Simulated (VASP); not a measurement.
# NiO2 (P-3m1) in VASP: further runs, part 2 of 2

VASP 6.6.1. The steps go on from the part before.

## Step 5: Single point, PBEsol (c/a of the conventional cell at fixed volume 1.6790)

The input, INCAR:

```
PREC     = Accurate       # precision mode
ENCUT    = 520            # plane-wave cutoff, eV
EDIFF    = 1E-7           # SCF threshold, eV
ISMEAR   = 0              # smearing method
SIGMA    = 0.05           # smearing width, eV
LREAL    = False          # projectors in reciprocal space
LASPH    = True           # aspherical terms in the spheres
NELM     = 80             # most SCF steps
ALGO     = Normal         # electronic algorithm
ISIF     = 2              # what is computed and relaxed
LWAVE    = False          # write WAVECAR
LCHARG   = False          # write CHGCAR
GGA      = PS             # functional
NBANDS   = 18             # bands
```

The input, KPOINTS:

```
regular mesh
0
Gamma
  12 12 6
```

The input, POSCAR:

```
NiO2
1.0
    2.8419904474      0.0000000000      0.0000000000
   -1.4209952237      2.4612359247      0.0000000000
    0.0000000000      0.0000000000      4.7717019612
Ni O
1 2
Direct
    0.0000000000      0.0000000000      0.5000000000
    0.6666666667      0.3333333333      0.7253664501
    0.3333333333      0.6666666667      0.2746335499
```

Potentials or basis: VASP PAW PBE potentials, release 64 (Ni, O).

On the command line:

```
> cat potpaw_PBE.64/Ni/POTCAR potpaw_PBE.64/O/POTCAR > POTCAR
> mpirun -np 1 vasp_std > vasp.out
```

OUTCAR:

```text
PREC = Accurate
   ENCUT = 520
   EDIFF = 1E-7
   ISMEAR = 0
   LREAL = False
   LASPH = True
   NELM = 80
   ISIF = 2
   GGA = PS

 ion  position               nearest neighbor table
   1  0.000  0.000  0.500-   2 1.96   3 1.96   3 1.96   2 1.96   2 1.96   3 1.96
   2  0.667  0.333  0.725-   1 1.96   1 1.96   1 1.96
   3  0.333  0.667  0.275-   1 1.96   1 1.96   1 1.96

  LATTYP: Found a hexagonal cell.
 ALAT       =     2.8419904474
 C/A-ratio  =     1.6790000000

  Lattice vectors:

 A1 = (   2.8419904474,   0.0000000000,   0.0000000000)
 A2 = (  -1.4209952237,   2.4612359247,   0.0000000000)
 A3 = (   0.0000000000,   0.0000000000,   4.7717019612)

Analysis of symmetry for initial positions (statically):
=====================================================================
 Subroutine PRICEL returns:
 Original cell was already a primitive cell.

 Routine SETGRP: Setting up the symmetry group for a
 hexagonal supercell.

 Subroutine GETGRP returns: Found 12 space group operations
 (whereof 12 operations were pure point group operations)
 out of a pool of 24 trial point group operations.

The static configuration has the point symmetry D_3d.

Analysis of symmetry for dynamics (positions and initial velocities):
=====================================================================
 Subroutine PRICEL returns:
 Original cell was already a primitive cell.

 Routine SETGRP: Setting up the symmetry group for a
 hexagonal supercell.

 Subroutine GETGRP returns: Found 12 space group operations
 (whereof 12 operations were pure point group operations)
 out of a pool of 24 trial point group operations.

The dynamic configuration has the point symmetry D_3d.

 Subroutine INISYM returns: Found 12 space group operations
 (whereof 12 operations are pure point group operations),
 and found     1 'primitive' translations

[... 113 lines left out ...]
   IALGO  =     38    algorithm
   IMIX   =      4    mixing-type and parameters
     AMIX     =   0.40;   BMIX     =  1.00
     AMIX_MAG =   1.60;   BMIX_MAG =  1.00
  volume/ion in A,a.u.               =      11.13        75.08
  Fermi-wavevector in a.u.,A,eV,Ry     =   1.424730  2.692350 27.617874  2.029856
  Thomas-Fermi vector in A             =   2.545190
   LORBIT       =      0    0 simple, 1 ext, 2 COOP (PROOUT), +10 PAW based schemes
   GGA     = PS    functional components
   LHFCALC =     F    Hartree Fock is set to
   AEXX    =    0.0000 exact exchange contribution
   IVDW    =     0    specifies the selected vdW correction
   LEPSILON=     F    determine dielectric tensor
   LRPA    =     F    only Hartree local field effects (RPA)
 non-spin polarized calculation
 Gauss-broadening in eV      SIGMA  =   0.05
  energy-cutoff  :      520.00
  volume of cell :       33.38
 maximum number of plane-waves:       909
 NGX is ok and might be reduce to    24

 number of electron      22.0000001 magnetization

 Free energy of the ion-electron system (eV)
  ---------------------------------------------------
  ext. energy  EPLUGINS =         0.00000000
  ---------------------------------------------------
  free energy    TOTEN  =       -18.29187193 eV

  energy without entropy =      -18.29187193  energy(sigma->0) =      -18.29187193

 E-fermi :   2.0502     XC(G=0): -10.8262

 val. band max:        1.7934137624   @ k =   0.0833   0.0833   0.5000
 cond. band min:       2.5282070927   @ k =   0.2500   0.0000   0.3333
 fundamental gap:      0.7347933302
 Fermi energy:         2.0502352458

 k-point     1 :       0.0000    0.0000    0.0000
  band No.  band energies     occupation
      1     -16.6881      2.00000
      2     -14.9872      2.00000
      3      -3.4599      2.00000
      4      -2.5047      2.00000
      5      -2.5047      2.00000
      6       0.0562      2.00000
[... 481 lines left out ...]
      5      -2.3430      2.00000
      6      -0.8460      2.00000
[... 10 lines left out ...]
     17      18.7773      0.00000
     18      21.5273      0.00000

 [... further k-points ...]

------------------------ aborting loop because EDIFF is reached ----------------------------------------

  FORCE on cell =-STRESS in cart. coord.  units (eV):
  Direction    XX          YY          ZZ          XY          YZ          ZX
  --------------------------------------------------------------------------------------
  -------------------------------------------------------------------------------------
  Total       -4.1613542     -4.1613542     -5.4183324      0.0000000      0.0000000      0.0000000
  in kB     -199.7542834   -199.7542834   -260.0920399      0.0000000      0.0000000      0.0000000
  external PRESSURE =    -219.8668689 kB  Pullay stress =       0.0000000 kB

 VOLUME and BASIS-vectors are now :
 -----------------------------------------------------------------------------
  energy-cutoff  :      520.00
  volume of cell :       33.38
      direct lattice vectors                 reciprocal lattice vectors
     2.841990447  0.000000000  0.000000000     0.351866067  0.203149968  0.000000000
    -1.420995224  2.461235925  0.000000000     0.000000000  0.406299937  0.000000000
     0.000000000  0.000000000  4.771701961     0.000000000  0.000000000  0.209568831

 POSITION                                       TOTAL-FORCE (eV/Angst)
 -----------------------------------------------------------------------------------
      0.00000      0.00000      2.38585         0.000000      0.000000      0.000000
      1.42100      0.82041      3.46123        -0.000000     -0.000000     -2.503625
     -0.00000      1.64082      1.31047         0.000000      0.000000      2.503625
 -----------------------------------------------------------------------------------
    total drift:                                0.000000     -0.000000      0.000000

  FREE ENERGIE OF THE ION-ELECTRON SYSTEM (eV)
  ---------------------------------------------------
  free  energy   TOTEN  =       -18.2918719335 eV

  energy  without entropy=      -18.2918719335  energy(sigma->0) =      -18.29187193
```

stdout:

```text
POSCAR found type information on POSCAR NiO
 POSCAR found :  2 types and       3 ions
 scaLAPACK will be used
 -----------------------------------------------------------------------------
|                                                                             |
|                                                                             |
|     You enforced a specific xc type in the INCAR file but a different       |
|     I HOPE YOU KNOW WHAT YOU ARE DOING!                                     |
|                                                                             |
 -----------------------------------------------------------------------------

 LDA part: xc-table for (Slater+PW92), standard interpolation
 POSCAR, INCAR and KPOINTS ok, starting setup
 FFT: planning ... GRIDC
 FFT: planning ... GRID_SOFT
 FFT: planning ... GRID
 WAVECAR not read
 entering main loop
```

Wall time 2.8 min (1 thread of AMD EPYC 7R13, shared host); peak memory 0.16 GiB.

What came out:

| Quantity | Value |
| --- | --- |
| Free energy | -18.2919 eV |
| Pressure | -22.0 GPa |
| Largest force | 2.504 eV/Å |
| Band gap on the k mesh | 0.73 eV, indirect (least direct gap 0.81 eV) |

Forces in eV/Å, atoms in the order of the input:
```
Ni   0.000  0.000  0.000
O    0.000  0.000 -2.504
O    0.000  0.000  2.504
```

Levels at points of the mesh, in eV from the valence-band top:
```
           k point  band 9  band 10  band 11  band 12  band 13  band 14
(0.00, 0.00, 0.00)   -0.64    -0.59    -0.48     1.81     1.81     6.88
(0.50, 0.00, 0.00)   -1.50    -1.30    -0.74     1.43     1.79    11.43
(0.00, 0.00, 0.50)   -0.69    -0.69    -0.29     1.86     1.86     8.44
(0.50, 0.00, 0.50)   -1.40    -1.30    -0.80     1.45     1.68    11.07
```

Caveat: the PAW data sets were made with another functional, which shifts forces and pressure a little. Spin polarisation is off, so any magnetic state and its effect on volume and gap are missing.

## Step 6: Overview

| cell | gap on the mesh (eV) | pressure (GPa) | largest force (eV/Å) |
| --- | --- | --- | --- |
| a = 2.730, b = 2.730, c = 5.170 Å, angles 90.0, 90.0, 120.0°, 3 atoms | 0.88 | -18.3 | 3.12 |
| a = 2.766, b = 2.766, c = 5.039 Å, angles 90.0, 90.0, 120.0°, 3 atoms | 1.03 | -6.3 | 1.15 |
| a = 2.842, b = 2.842, c = 4.772 Å, angles 90.0, 90.0, 120.0°, 3 atoms | 0.73 | -22.0 | 2.50 |

Some of these runs hold the atoms at other places in the same cell, which the table doesn't show; runs alike in all that it shows share one row.

Alike in all rows: task single point; level PBEsol; potentials or basis VASP PAW PBE potentials, release 64 (Ni, O); no spin polarisation; k mesh 12 × 12 × 6; cutoff (eV) 520; smearing gaussian 0.05 eV.

Caveats: the PAW data sets were made with another functional, which shifts forces and pressure a little.

Total energies depend on the potentials used, so only differences within one code and one set of settings carry meaning.
